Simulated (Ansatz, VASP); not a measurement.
**V: VASP beside Ansatz**

File INCAR:

```
SYSTEM = V
PREC = Accurate ; ENCUT = 520
EDIFF = 1E-7 ; ISMEAR = -1
SIGMA = 0.1 ; LREAL = .FALSE.
LASPH = .TRUE. ; NELM = 100
ALGO = Normal ; ISIF = 2
LWAVE = .FALSE. ; LCHARG = .TRUE.
GGA = B5 ; ALDAX = 1.0
AGGAX = 1.0 ; AGGAC = 1.0
ALDAC = 0.0 ; LELF = .TRUE.
LVHAR = .TRUE. ; NBANDS = 12
```

Contents of KPOINTS:

```
regular mesh
0
G
  14 14 14
  0 0 0
```

File POSCAR:

```
V
1.0
    2.5717955218      0.0000000000      0.0000000000
    0.0000000000      2.5717955218      0.0000000000
    0.0000000000      0.0000000000      2.5717955218
V
1
Direct
    0.0000000000      0.0000000000      0.0000000000
```

Input for Ansatz:

```yaml
crystal:
  lattice:
    - [2.5717955218, 0.0, 0.0]
    - [0.0, 2.5717955218, 0.0]
    - [0.0, 0.0, 2.5717955218]
  atoms:
    - { symbol: V, position: [0.0, 0.0, 0.0] }
hamiltonian:
  xc: blyp
  pseudopotentials:
    kind: paw
    azcp:
      V: "pseudopotentials/V.paw.azcp"
basis:
  ecutwfc: 420
  fft_grid_basis: typed
kpoints:
  mp_grid: { grid: [14, 14, 14], shift: [0, 0, 0] }
magnetization:
  spin_polarized: false
scf:
  occupations: { method: fermi_dirac, width: 0.1 }
  lower_state_search: "off"
output:
  stress: true
```

Alike in both runs: task single point; functional BLYP; k mesh 14 × 14 × 14; occupations fermi-dirac, width 0.1 eV; no spin polarisation.

|  | VASP | Ansatz |
| --- | --- | --- |
| version | VASP 6.6.1 | Ansatz 0.2.0 |
| potentials or method | VASP PAW PBE potentials, release 64 (V_sv), cutoff 520 eV | plane waves (420 eV) with PAW, scalar-relativistic |
| valence electrons in the cell | 13 | 13 |

Ansatz gave:

| Property | Result |
| --- | --- |
| pressure (GPa) | -10.8 |

Problem. Estimate VASP's values.

Solution. Pressure (GPa): -10.6.

VASP's potentials were made for PBE, not for BLYP.
